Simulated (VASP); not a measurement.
Here is a VASP 6.6.1 calculation.

File INCAR:

```
ALGO = Normal
EDIFF = 1E-6
ENCUT = 520
GGA = PE
ISIF = 2
ISMEAR = -1
LASPH = T
LCHARG = F
LREAL = Auto
LWAVE = F
NBANDS = 94
NELM = 80
PREC = Accurate
SIGMA = 0.112
```

KPOINTS

```
k-points
0
Gamma
  2 2 2
```

Contents of POSCAR:

```
PbS
1.0
    5.9387620000     -5.9673630000      0.5799870000
    5.9387620000      5.9673630000      0.5799870000
   -0.5865080000      0.0000000000      5.9556670000
Pb S
8 8
Direct
    0.3787424358      0.3712483383      0.7535408042
    0.1302975265      0.1266711341      0.2583080144
    0.3669880131      0.8790307697      0.7306822736
    0.1199243399      0.6302061846      0.2555389762
    0.8714539905      0.3747960865      0.7449320381
    0.6206201901      0.1105932318      0.2378032084
    0.8747778227      0.8805026294      0.7512631510
    0.6322845931      0.6361097333      0.2493350921
    0.1313668940      0.1113315785      0.7386863707
    0.3705123613      0.3818798615      0.2287510856
    0.1409270182      0.6232434115      0.7569296747
    0.3574610458      0.8735273552      0.2130476285
    0.6248998231      0.1009789556      0.7510422837
    0.9129296001      0.3459945904      0.2796196187
    0.6463915238      0.6121435653      0.7049287694
    0.8613316318      0.8663898124      0.2538711487
```

Potentials or basis: VASP PAW PBE potentials, release 64 (Pb_d, S).

Launch:

```console
$ cat potpaw_PBE.64/Pb_d/POTCAR potpaw_PBE.64/S/POTCAR > POTCAR
$ mpirun -np 1 vasp_std > vasp.out
```

Task: What does it give for the largest force?

Result: 1.328 eV/Å.

Task: What does it give for the pressure?

Result: 2.8 GPa.

Task: Estimate the band gap on the k mesh.

Result: 0.36 eV, direct.

Forces in eV/Å, atoms in the order of the input:
```
Pb   0.054  0.237  0.064
Pb   0.228 -0.357 -0.051
Pb  -0.150 -0.152  0.082
Pb  -0.127 -0.291 -0.039
Pb   0.122 -0.087 -0.006
Pb   0.191  0.301  0.048
Pb  -0.007 -0.175  0.020
Pb  -0.578  0.170 -0.155
S    0.166  0.000 -0.007
S   -0.138 -0.169  0.026
S   -0.382 -0.206 -0.230
S    0.333 -0.883  0.337
S    0.405  0.045  0.013
S   -0.262  1.283 -0.216
S   -0.181  0.171  0.230
S    0.328  0.112 -0.118
```

Caveat: the k points lie up to 0.52 Å⁻¹ apart; spin-orbit coupling is left out, which moves the levels of the heavy elements; forces of over 1 eV/Å act on the atoms, so gaps and moduli don't describe the material at rest. A k mesh can miss the band edges.
